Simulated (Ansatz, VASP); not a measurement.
**Br: VASP beside Ansatz**

```
Br
1.0
     3.36325   -2.32255    0.00000
     3.36325    2.32255    0.00000
     0.00000    0.00000    8.70230
Br
4
Direct
  0.36510 0.63490 0.39010
  0.13490 0.86510 0.89010
  0.63490 0.36510 0.60990
  0.86510 0.13490 0.10990
```

Alike in both runs: functional r2SCAN; k mesh 7 × 7 × 3; occupations fermi-dirac, width 0.05 eV; no spin polarisation.

```csv
,VASP,Ansatz
version,VASP 6.6.1,Ansatz 0.2.0
potentials or method,"VASP PAW PBE potentials, release 64 (Br)",Ansatz PAW
plane-wave cutoff (eV),520,500
valence electrons in the cell,28,28
task,single point,band structure
```

VASP gave:

- gap on the k mesh at the Fermi level (eV): 2.21
- least direct gap on the mesh (eV): 2.23
- pressure (GPa): 0.7
- traceless stress, the component that is largest in VASP (GPa): 0.84
- rms of the force components (eV/Å): 0.336

Question: Estimate Ansatz's values.

Answer: gap on the k mesh at the Fermi level (eV): 2.22; least direct gap on the mesh (eV): 2.24; pressure (GPa): 0.7; traceless stress, the component that is largest in VASP (GPa): 0.87; rms of the force components (eV/Å): 0.342.

VASP's potentials were made for PBE, not for r2SCAN. Atom by atom the forces differ by 0.006 eV/Å (rms over components). With one functional, cell and mesh, what is left measures potentials, basis and numerics.

Noted on Ansatz's run: the k mesh misses the band edges, so the gap on the mesh is wider than the one along the path.
